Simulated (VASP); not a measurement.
Wanted: the native input for a VASP 6.6.1 run.

```yaml
Task: single point
Functional: PBE
Potentials_or_basis: VASP PAW PBE potentials, release 64 (K_sv, F)
Cutoff: 520 eV
k_mesh: 4 × 4 × 4
Occupations: gaussian, width 0.05 eV
Spin: no spin polarisation
Dipole_correction: no
Further_INCAR_settings: ALGO = Normal; EDIFF = 1e-07; NBANDS = 15
```

The structure of KF lies in POSCAR:

```
KF
1.0
    0.0000000000      2.6734993184      2.6734993184
    2.6734993184      0.0000000000      2.6734993184
    2.6734993184      2.6734993184      0.0000000000
K F
1 1
Direct
    0.0000000000      0.0000000000      0.0000000000
    0.5000000000      0.5000000000      0.5000000000
```

The input as run:

INCAR

```
PREC = Accurate
ENCUT = 520
EDIFF = 1E-7
ISMEAR = 0
SIGMA = 0.05
LREAL = F
LASPH = T
NELM = 80
ALGO = Normal
ISIF = 2
LWAVE = F
LCHARG = F
GGA = PE
NBANDS = 15
```

KPOINTS

```
Automatic mesh
0
Gamma
  4 4 4
```

Potentials or basis: VASP PAW PBE potentials, release 64 (K_sv, F).

Command:

```console
$ cat potpaw_PBE.64/K_sv/POTCAR potpaw_PBE.64/F/POTCAR > POTCAR
$ mpirun -np 1 vasp_std > vasp.out
```

Results of the run:

| Item | Value |
| --- | --- |
| Pressure | 1.4 GPa |
| Band gap on the k mesh | 6.16 eV |

Caveat: the k points lie up to 0.51 Å⁻¹ apart.

It took 6.7 s on 1 thread of AMD EPYC 7R43 64-Core Processor (Zen 3) (shared host), peak memory 0.12 GiB.
